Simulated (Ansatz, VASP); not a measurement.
CdTe in VASP and in Ansatz

The input INCAR:

```
SYSTEM = CdTe
ALGO     = Normal         ! electronic algorithm
EDIFF    = 1E-6           ! SCF threshold, eV
EDIFFG   = -0.01          ! ionic threshold
ENCUT    = 600            ! plane-wave cutoff, eV
GGA      = PS             ! functional
IBRION   = 2              ! ionic algorithm
ISIF     = 3              ! what is computed and relaxed
ISMEAR   = 0              ! smearing method
LASPH    = .TRUE.         ! aspherical terms in the spheres
LCHARG   = .FALSE.        ! write CHGCAR
LREAL    = .FALSE.        ! projectors in reciprocal space
LWAVE    = .FALSE.        ! write WAVECAR
NELM     = 80             ! most SCF steps
NSW      = 65             ! ionic steps
PREC     = Accurate       ! precision mode
SIGMA    = 0.1            ! smearing width, eV
```

KPOINTS

```
k-points
0
G
  12 12 6
  0 0 0
```

The input POSCAR:

```
CdTe
1.0
    4.2406028275      0.0000000000      0.0000000000
   -2.1203014138      3.6724697760      0.0000000000
    0.0000000000      0.0000000000      6.9304224804
Cd Te
2 2
Direct
    0.0000000000      0.0000000000      0.0000000000
    0.0000000000      0.0000000000      0.5000000000
    0.3333333333      0.6666666667      0.2500000000
    0.6666666667      0.3333333333      0.7500000000
```

Input for Ansatz:

```yaml
crystal:
  lattice:
    - [4.2406028275, 0.0, 0.0]
    - [-2.1203014138, 3.672469776, 0.0]
    - [0.0, 0.0, 6.9304224804]
  atoms:
    - { symbol: Cd, position: [0.0, 0.0, 0.0] }
    - { symbol: Te, position: [0.3333333333, 0.6666666667, 0.25] }
    - { symbol: Cd, position: [0.0, 0.0, 0.5] }
    - { symbol: Te, position: [0.6666666667, 0.3333333333, 0.75] }
basis:
  ecutwfc: 420
kpoints:
  mp_grid: { grid: [12, 12, 6] }
hamiltonian:
  xc: pbesol
scf:
  occupations: { method: gaussian, width: 0.1 }
output:
  forces: true
  stress: true
  eigenvalues: true
  populations: true
relax:
  adjacent_minimum: "off"
  f_tol: 0.01
  max_steps: 45
  cell: { stress_tol: 0.05 }
```

Alike in both runs: task relaxation of cell and atoms; functional PBEsol; k mesh 12 × 12 × 6; occupations gaussian, width 0.1 eV; no spin polarisation.

|  | VASP | Ansatz |
| --- | --- | --- |
| version | VASP 6.6.1 | Ansatz 0.2.0 |
| potentials or method | VASP PAW PBE potentials, release 64 (Cd, Te), cutoff 600 eV | scalar-relativistic, plane waves, PAW |
| valence electrons in the cell | 36 | 72 |

```csv
,VASP,Ansatz,Ansatz less VASP
"gap on the k mesh at the Fermi level, each at its own relaxed structure (eV)",none,none,-
relaxed volume (Å³/atom),27.41,27.31,-0.097
relaxed cell length with the largest relative difference (Å),4.242,4.236,-0.0054
```

VASP's potentials were made for PBE, not for PBEsol. A gap of «none» marks a metal or a gap that the smearing closes. VASP's potentials hold 36 valence electrons a cell and Ansatz's 72, so a difference there can come from the potentials and not from the codes.

Spin-orbit coupling is off throughout.
